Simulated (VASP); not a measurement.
A run of VASP 6.6.1:

File INCAR:

```
SYSTEM = C
ALGO     = Normal         ! electronic algorithm
EDIFF    = 1E-7           ! SCF threshold, eV
ENCUT    = 520            ! plane-wave cutoff, eV
GGA      = PE             ! functional
ISIF     = 2              ! what is computed and relaxed
ISMEAR   = 0              ! smearing method
ISYM     = 0            
LASPH    = .True.         ! aspherical terms in the spheres
LCHARG   = .False.        ! write CHGCAR
LREAL    = .False.        ! projectors in reciprocal space
LWAVE    = .False.        ! write WAVECAR
NBANDS   = 16             ! bands
NELM     = 80             ! most SCF steps
PREC     = Accurate       ! precision mode
SIGMA    = 0.05           ! smearing width, eV
```

Contents of KPOINTS:

```
k-points
0
Gamma
  12 12 10
  0 0 0
```

Contents of POSCAR:

```
C
1.0
    0.0000000000     -1.7857375322     -1.7857375322
   -1.7857375322      0.0000000000     -1.7857375322
    1.7857375322      1.7857375322     -3.5714750644
C
4
Direct
    0.7512123501      0.7512123501      0.7463627407
    0.2487876499      0.2487876499      0.2536372593
    0.3737876499      0.3737876499      0.8786372593
    0.8762123501      0.8762123501      0.3713627407
```

Potentials or basis: VASP PAW PBE potentials, release 64 (C).

Run with:

```console
$ cat potpaw_PBE.64/C/POTCAR > POTCAR
$ mpirun -np 1 vasp_std > vasp.out
```

Hardware: 1 thread of AMD EPYC 9R45 96-Core Processor (Zen 5), on a shared host.

Estimate the wall time of this run.

It took 2 min on 1 thread of AMD EPYC 9R45 96-Core Processor (Zen 5) (shared host), peak memory 0.26 GiB. Counts: scf iterations 12, k points 724.
